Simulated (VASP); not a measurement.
A run of VASP 6.6.1 is set up as follows.

The input INCAR:

```
SYSTEM = BiH4
PREC = Accurate
ENCUT = 600
EDIFF = 1E-7
ISMEAR = 0
SIGMA = 0.1
LREAL = .FALSE.
LASPH = .TRUE.
NELM = 100
ALGO = Normal
ISIF = 3
LWAVE = .FALSE.
LCHARG = .FALSE.
GGA = PE
IBRION = 2
NSW = 100
EDIFFG = -0.01
```

The input KPOINTS:

```
Automatic mesh
0
G
  12 12 12
  0 0 0
```

File POSCAR:

```
BiH4
1.0
   -2.4541138000      2.4541138000      2.4541138000
    2.4541138000     -2.4541138000      2.4541138000
    2.4541138000      2.4541138000     -2.4541138000
Bi H
1 4
Direct
    0.0000000000      0.0000000000      0.0000000000
    0.5000000000      0.5000000000      0.5000000000
    0.5000000000      0.0000000000      0.0000000000
    0.0000000000      0.0000000000      0.5000000000
    0.0000000000      0.5000000000      0.0000000000
```

Potentials or basis: VASP PAW PBE potentials, release 64 (Bi_d, H).

Run with:

```sh
$ cat potpaw_PBE.64/Bi_d/POTCAR potpaw_PBE.64/H/POTCAR > POTCAR
$ mpirun -np 1 vasp_std > vasp.out
```

**Question.** Estimate the space group after relaxing (to 0.05 Å).

**Answer.** Im-3m (No. 229).

**Question.** Estimate the relaxed volume.

**Answer.** 11.77 Å³/atom.

Step by step:
```
step  energy change (eV)  largest force (eV/Å)  pressure (GPa)  volume (Å³)
   1              0.0000                0.0000           -0.26        59.12
   2             -0.0002                0.0000           -0.14        58.96
   3             -0.0003                0.0000           -0.04        58.83
```
